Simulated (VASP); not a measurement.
# Si3N4 (P6_3/m) in VASP: notebook, part 2 of 2

VASP 6.6.1. Earlier steps stand in the parts before.

## 3. Single point, r2SCAN (strain +1.0%)

The input, POSCAR:

```
Si3N4
1.0
    7.6817206964      0.0000000000      0.0000000000
   -3.8408603482      6.6525652678      0.0000000000
    0.0000000000      0.0000000000      2.9347029311
Si N
6 8
Direct
    0.2290856309      0.8231467635      0.7500000000
    0.4059388673      0.2290856309      0.2500000000
    0.8231467635      0.5940611327      0.2500000000
    0.1768532365      0.4059388673      0.7500000000
    0.5940611327      0.7709143691      0.7500000000
    0.7709143691      0.1768532365      0.2500000000
    0.3333333333      0.6666666667      0.7500000000
    0.6666666667      0.3333333333      0.2500000000
    0.9672689062      0.6693634603      0.7500000000
    0.2979054458      0.9672689062      0.2500000000
    0.6693634603      0.7020945542      0.2500000000
    0.3306365397      0.2979054458      0.7500000000
    0.0327310938      0.3306365397      0.2500000000
    0.7020945542      0.0327310938      0.7500000000
```

The input, INCAR.step1:

```
  ALGO = Normal
  EDIFF = 1E-4
  ENCUT = 520
  GGA = PE
  ISMEAR = 0
  LASPH = True
  LCHARG = False
  LREAL = False
  LWAVE = True
  NBANDS = 45
  NELM = 80
  PREC = Accurate
  SIGMA = 0.01
```

The input, INCAR.step2:

```
  ALGO = Normal
  EDIFF = 1E-6
  ENCUT = 520
  ISIF = 2
  ISMEAR = 0
  ISTART = 1
  LASPH = True
  LCHARG = False
  LMIXTAU = True
  LREAL = False
  LWAVE = False
  METAGGA = R2SCAN
  NBANDS = 45
  NELM = 80
  PREC = Accurate
  SIGMA = 0.01
```

The input, KPOINTS:

```
k-points
0
Gamma
  6 6 8
```

Potentials or basis: VASP PAW PBE potentials, release 64 (Si, N).

Command:

```console
cat potpaw_PBE.64/Si/POTCAR potpaw_PBE.64/N/POTCAR > POTCAR
cp INCAR.step1 INCAR
mpirun -np 1 vasp_std > vasp.out
cp INCAR.step2 INCAR
mpirun -np 1 vasp_std > vasp.out
```

OUTCAR:

```text
EDIFF = 1E-6
   ENCUT = 520
   ISIF = 2
   ISMEAR = 0
   ISTART = 1
   LASPH = True
   LREAL = False
   METAGGA = R2SCAN
   NELM = 80
   PREC = Accurate

 ion  position               nearest neighbor table
   1  0.229  0.823  0.750-   7 1.75   9 1.75  10 1.75  10 1.75   4 3.02   5 3.02   3 3.08   3 3.08
                             2 3.08   2 3.08
   2  0.406  0.229  0.250-   8 1.75  10 1.75  12 1.75  12 1.75   3 3.02   6 3.02   4 3.08   4 3.08
                             1 3.08   1 3.08
   3  0.823  0.594  0.250-   8 1.75  11 1.75   9 1.75   9 1.75   6 3.02   2 3.02   5 3.08   5 3.08
                             1 3.08   1 3.08
   4  0.177  0.406  0.750-   7 1.75  12 1.75  13 1.75  13 1.75   1 3.02   5 3.02   2 3.08   2 3.08
                             6 3.08   6 3.08
   5  0.594  0.771  0.750-   7 1.75  14 1.75  11 1.75  11 1.75   4 3.02   1 3.02   3 3.08   3 3.08
                             6 3.08   6 3.08
   6  0.771  0.177  0.250-   8 1.75  13 1.75  14 1.75  14 1.75   3 3.02   2 3.02   4 3.08   4 3.08
                             5 3.08   5 3.08
   7  0.333  0.667  0.750-   1 1.75   4 1.75   5 1.75
   8  0.667  0.333  0.250-   6 1.75   3 1.75   2 1.75
   9  0.967  0.669  0.750-   1 1.75   3 1.75   3 1.75
  10  0.298  0.967  0.250-   2 1.75   1 1.75   1 1.75
  11  0.669  0.702  0.250-   3 1.75   5 1.75   5 1.75
  12  0.331  0.298  0.750-   4 1.75   2 1.75   2 1.75
  13  0.033  0.331  0.250-   6 1.75   4 1.75   4 1.75
  14  0.702  0.033  0.750-   5 1.75   6 1.75   6 1.75

  LATTYP: Found a hexagonal cell.
 ALAT       =     7.6817206964
 C/A-ratio  =     0.3820371824

  Lattice vectors:

 A1 = (   7.6817206964,   0.0000000000,   0.0000000000)
 A2 = (  -3.8408603482,   6.6525652678,   0.0000000000)
 A3 = (   0.0000000000,   0.0000000000,   2.9347029311)

Analysis of symmetry for initial positions (statically):
=====================================================================
 Subroutine PRICEL returns:
 Original cell was already a primitive cell.

 Routine SETGRP: Setting up the symmetry group for a
 hexagonal supercell.

 Subroutine GETGRP returns: Found 12 space group operations
 (whereof  6 operations were pure point group operations)
 out of a pool of 24 trial point group operations.

The static configuration has the point symmetry S_6 .
 The point group associated with its full space group is C_6h.

Analysis of symmetry for dynamics (positions and initial velocities):
=====================================================================
 Subroutine PRICEL returns:
 Original cell was already a primitive cell.

 Routine SETGRP: Setting up the symmetry group for a
 hexagonal supercell.

 Subroutine GETGRP returns: Found 12 space group operations
 (whereof  6 operations were pure point group operations)
 out of a pool of 24 trial point group operations.

The dynamic configuration has the point symmetry S_6 .
 The point group associated with its full space group is C_6h.

 Subroutine INISYM returns: Found 12 space group operations
 (whereof  6 operations are pure point group operations),
 and found     1 'primitive' translations

----------------------------------------------------------------------------------------

[... 104 lines left out ...]
   NGX,Y,Z   is equivalent  to a cutoff of  12.99, 12.99, 13.60 a.u.
   NGXF,Y,Z  is equivalent  to a cutoff of  25.97, 25.97, 27.19 a.u.
 SYSTEM =  unknown system
   PREC   = accura    normal or accurate (medium, high low for compatibility)
   ISTART =      1    job   : 0-new  1-cont  2-samecut
   ICHARG =      0    charge: 1-file 2-atom 10-const
   ISPIN  =      1    spin polarized calculation?
   LNONCOLLINEAR =      F non collinear calculations
   LSORBIT =      F    spin-orbit coupling
   LASPH  =      T    aspherical Exc in radial PAW
   ENCUT  =  520.0 eV  38.22 Ry    6.18 a.u.  14.28 14.28  5.46*2*pi/ulx,y,z
   NELM   =     80;   NELMIN=  2; NELMDL=  0     # of ELM steps
   EDIFF  = 0.1E-05   stopping-criterion for ELM
   LREAL  =      F    real-space projection
   EDIFFG = 0.1E-04   stopping-criterion for IOM
   NSW    =      0    number of steps for IOM
   IBRION =     -1    ionic relax: 0-MD 1-quasi-New 2-CG
   NFREE  =      0    steps in history (QN), initial steepest desc. (CG)
   ISIF   =      2    stress and relaxation
   ISYM   =      2    0-nonsym 1-usesym 2-fastsym
   POTIM  = 0.5000    time-step for ionic-motion
   TEBEG  =    0.0;   TEEND  =   0.0 temperature during run
   PSTRESS=    0.0 pullay stress
   NELECT =      64.0000    total number of electrons
   NUPDOWN=      -1.0000    fix difference up-down
   EMIN   =  10.00;   EMAX   =-10.00  energy-range for DOS
   EFERMI =   0.00;   METHOD = LEGACY
   ISMEAR =     0;   SIGMA  =   0.01  broadening in eV -4-tet -1-fermi 0-gaus
   EFERMI_NEDOS =   21; number of points for ismear=-14 and -15
   IALGO  =     38    algorithm
   IMIX   =      4    mixing-type and parameters
     AMIX     =   0.40;   BMIX     =  1.00
     AMIX_MAG =   1.60;   BMIX_MAG =  1.00
  volume/ion in A,a.u.               =      10.71        72.29
  Fermi-wavevector in a.u.,A,eV,Ry     =   1.232530  2.329144 20.669027  1.519131
  Thomas-Fermi vector in A             =   2.367297
   LORBIT       =      0    0 simple, 1 ext, 2 COOP (PROOUT), +10 PAW based schemes
   METAGGA = R2SCAN    functional components
   LHFCALC =     F    Hartree Fock is set to
   AEXX    =    0.0000 exact exchange contribution
   IVDW    =     0    specifies the selected vdW correction
   LEPSILON=     F    determine dielectric tensor
   LRPA    =     F    only Hartree local field effects (RPA)
 non-spin polarized calculation
 Gauss-broadening in eV      SIGMA  =   0.01
  energy-cutoff  :      520.00
  volume of cell :      149.97
 maximum number of plane-waves:      4086
 NGX is ok and might be reduce to    60
   NGX = 29   NGY = 29   NGZ = 11

 number of electron      63.9999994 magnetization

 Free energy of the ion-electron system (eV)
  ---------------------------------------------------
  ext. energy  EPLUGINS =         0.00000000
  ---------------------------------------------------
  free energy    TOTEN  =      -144.06669073 eV

  energy without entropy =     -144.06669073  energy(sigma->0) =     -144.06669073

 E-fermi :   6.3314     XC(G=0): -11.2345

 val. band max:        6.2036519590   @ k =   0.0000   0.0000   0.1250
 cond. band min:      11.0791737998   @ k =   0.0000   0.0000   0.0000
 fundamental gap:      4.8755218409
 Fermi energy:         6.3314047998

 k-point     1 :       0.0000    0.0000    0.0000
  band No.  band energies     occupation
      1     -12.6732      2.00000
      2     -11.2603      2.00000
      3     -11.2603      2.00000
      4     -10.6211      2.00000
      5     -10.4720      2.00000
      6     -10.4720      2.00000
[... 1117 lines left out ...]
     43      15.1155      0.00000
     44      15.1155      0.00000

 [... further k-points ...]

 [bands above 44 left out]

------------------------ aborting loop because EDIFF is reached ----------------------------------------

  FORCE on cell =-STRESS in cart. coord.  units (eV):
  Direction    XX          YY          ZZ          XY          YZ          ZX
  --------------------------------------------------------------------------------------
  -------------------------------------------------------------------------------------
  Total       -6.7312098     -6.7312098     -7.1739731      0.0000010      0.0000000      0.0000000
  in kB      -71.9104331    -71.9104331    -76.6405348      0.0000103      0.0000000      0.0000000
  external PRESSURE =     -73.4871337 kB  Pullay stress =       0.0000000 kB

 VOLUME and BASIS-vectors are now :
 -----------------------------------------------------------------------------
  energy-cutoff  :      520.00
  volume of cell :      149.97
      direct lattice vectors                 reciprocal lattice vectors
     7.681720696  0.000000000  0.000000000     0.130179167  0.075158977  0.000000000
    -3.840860348  6.652565268  0.000000000     0.000000000  0.150317954  0.000000000
     0.000000000  0.000000000  2.934702931     0.000000000  0.000000000  0.340749992

 POSITION                                       TOTAL-FORCE (eV/Angst)
 -----------------------------------------------------------------------------------
     -1.40182      5.47604      2.20103        -0.000028     -0.000060      0.000000
      2.23842      1.52401      0.73368         0.000038     -0.000054      0.000000
      4.04148      3.95203      0.73368        -0.000066     -0.000006     -0.000000
     -0.20062      2.70053      2.20103         0.000066      0.000006      0.000000
      1.60244      5.12856      2.20103        -0.000038      0.000054     -0.000000
      5.24268      1.17653      0.73368         0.000028      0.000060      0.000000
     -0.00000      4.43504      2.20103        -0.000000      0.000000     -0.000000
      3.84086      2.21752      0.73368        -0.000000      0.000000      0.000000
      4.85936      4.45298      2.20103        -0.000069      0.001679     -0.000000
     -1.42672      6.43482      0.73368        -0.001489      0.000780      0.000000
      2.44522      4.67073      0.73368         0.001420      0.000900      0.000000
      1.39564      1.98184      2.20103        -0.001420     -0.000900      0.000000
     -1.01850      2.19958      0.73368         0.000069     -0.001679      0.000000
      5.26758      0.21775      2.20103         0.001489     -0.000780     -0.000000
 -----------------------------------------------------------------------------------
    total drift:                                0.000000     -0.000000     -0.000000

  FREE ENERGIE OF THE ION-ELECTRON SYSTEM (eV)
  ---------------------------------------------------
  free  energy   TOTEN  =      -144.0666907305 eV

  energy  without entropy=     -144.0666907305  energy(sigma->0) =     -144.06669073
```

Wall time 6.3 min (1 thread of Intel Xeon 6975P-C (Granite Rapids), shared host); peak memory 0.41 GiB.

Results:

- Free energy: -144.0667 eV
- Pressure: -7.3 GPa
- Band gap on the k mesh: 4.88 eV (least direct gap 5.07 eV)

Stress tensor (GPa, compression positive):
```
-7.19  0.00  0.00
 0.00 -7.19  0.00
 0.00  0.00 -7.66
```

Caveat: the cell differs from its parent crystal (strain +1.0%); the cell stands under tension; the PAW data sets were made with another functional, which shifts forces and pressure a little. A k mesh can miss the band edges.
